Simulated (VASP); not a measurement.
Sc2Al3As3:

```xyz
8
Lattice="3.9000 0.0000 0.0000 -1.9500 3.3775 0.0000 0.0000 0.0000 11.3000" Properties=species:S:1:pos:R:3 pbc="T T T"
Sc    0.0000    2.2517    1.5255
Sc    1.9500    1.1258    9.7745
Al    1.9500    1.1258    6.8365
Al    0.0000    0.0000    5.6500
Al    0.0000    2.2517    4.4635
As    1.9500    1.1258    3.0510
As    0.0000    2.2517    8.2490
As    0.0000    0.0000    0.0000
```

```yaml
Program: VASP 6.6.1
Task: relaxation of cell and atoms
Functional: PBE
Potentials_or_basis: VASP PAW PBE potentials, release 64 (Sc_sv, Al, As)
Cutoff: 600 eV
k_mesh: 5 × 5 × 2
Occupations: gaussian, width 0.2 eV
Spin: no spin polarisation
```

At the start: pressure 7.1 GPa; volume 18.61 Å³/atom.

Task: Where does the relaxation end?

Result: Over 13 steps the energy falls by 157.6 meV/atom and the volume is 20.24 Å³/atom (+8.8 %); space group P-3m1 (No. 164, to 0.1 Å) before and after.

The path:
```csv
step,energy change (eV),largest force (eV/Å),pressure (GPa),volume (Å³)
1,0.0000,1.1962,7.13,148.85
2,-0.4859,0.9660,-2.61,167.36
3,-0.4918,0.9623,-1.80,165.32
4,-0.6922,0.9225,-1.34,163.82
5,-0.8377,0.7729,-0.40,161.73
6,-0.8527,0.6974,0.20,160.70
7,-0.9958,0.7846,0.38,160.44
8,-1.0780,0.8914,0.92,160.08
9,-1.1927,0.4036,-1.21,164.47
10,-1.1997,0.3898,-1.76,165.82
11,-1.2472,0.2052,1.01,159.68
12,-1.2565,0.2352,0.16,161.37
13,-1.2610,0.0556,-0.09,161.93
```

Final structure:
```xyz
8
Lattice="3.7746 0.0000 0.0000 -1.8873 3.2689 0.0000 0.0000 0.0000 13.1234" Properties=species:S:1:pos:R:3 pbc="T T T"
Sc    0.0000    2.1793    1.5867
Sc    1.8873    1.0896   11.5367
Al    1.8873    1.0896    8.4061
Al    0.0000    0.0000    6.5617
Al    0.0000    2.1793    4.7173
As    1.8873    1.0896    3.3246
As    0.0000    2.1793    9.7988
As    0.0000    0.0000    0.0000
```

Caveat: the k points lie up to 0.38 Å⁻¹ apart in the final cell, too coarse for converged energies and pressures of a metal; a cell axis changed by over 15 % at a fixed basis, so the end point is rough; the relaxation stopped at a loose force limit of 0.08 eV/Å, so its end isn't a converged minimum.
